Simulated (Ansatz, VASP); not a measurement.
**Mo3H: VASP beside Ansatz**

Contents of INCAR:

```
PREC = Accurate
ENCUT = 520
EDIFF = 1E-6
ISMEAR = 0
SIGMA = 0.1
LREAL = F
LASPH = T
NELM = 150
ALGO = Normal
ISIF = 2
LWAVE = F
LCHARG = T
ISPIN = 2
MAGMOM = 0 0 0 1
LORBIT = 11
LMAXMIX = 4
LDIPOL = T
IDIPOL = 3
DIPOL = 0.5 0.5 0.342
GGA = PE
LELF = T
LVHAR = T
LVACPOTAV = T
NBANDS = 34
```

File KPOINTS:

```
Automatic mesh
0
Gamma
  10 10 1
```

Contents of POSCAR:

```
Mo3H
1.0
    2.7370454666      0.0000000000      0.0000000000
   -0.9123484889      2.5805112132      0.0000000000
    0.0000000000      0.0000000000     21.3082440588
Mo H
3 1
Direct
    0.5000000000      0.5000000000      0.1877207708
    0.0000000000      0.0000000000      0.2888166433
    0.5000000000      0.5000000000      0.3899074948
    1.0000000000      1.0000000000      0.5030092592
```

Input for Ansatz:

```yaml
crystal:
  lattice:
    - [2.7370454666, 0.0, 0.0]
    - [-0.9123484889, 2.5805112132, 0.0]
    - [0.0, 0.0, 21.3082440588]
  atoms:
    - { symbol: Mo, position: [0.5, 0.5, 0.1877207708] }
    - { symbol: Mo, position: [0.0, 0.0, 0.2888166433] }
    - { symbol: Mo, position: [0.5, 0.5, 0.3899074948] }
    - { symbol: H, position: [1.0, 1.0, 0.5030092592], spin: 1.0 }
basis:
  ecutwfc: 420
kpoints:
  mp_grid: { grid: [10, 10, 1] }
hamiltonian:
  xc: pbe
  pseudopotentials: { kind: paw, azcp: { folder: soft_1 } }
scf:
  occupations: { method: gaussian, width: 0.1 }
output:
  forces: true
  eigenvalues: true
  populations: true
magnetization:
  spin_polarized: true
efield:
  axis: 3
  dipole_correction: true
  ramp_width: 0.04
```

Alike in both runs: task single point; functional PBE; k mesh 10 × 10 × 1; occupations gaussian, width 0.1 eV; collinear spin.

```csv
,VASP,Ansatz
version,VASP 6.6.1,Ansatz 0.2.0
potentials or method,"VASP PAW PBE potentials, release 64 (Mo_sv, H), cutoff 520 eV","scalar-relativistic, plane waves, PAW"
valence electrons in the cell,43,43
```

|  | VASP | Ansatz | Ansatz less VASP |
| --- | --- | --- | --- |
| gap on the k mesh at the Fermi level (eV) | none | none | - |
| rms of the force components (eV/Å) | 0.690 | 0.685 | -0.0049 |
| net moment per atom (μB) | 0.00 | 0.00 | 0.000 |
| work function, face that differs most (eV) | 4.65 | 4.65 | +0.003 |

Atom by atom the forces differ by 0.010 eV/Å (rms over components). A gap of «none» marks a metal or a gap that the smearing closes. Ansatz's warnings: seeded moment not kept.
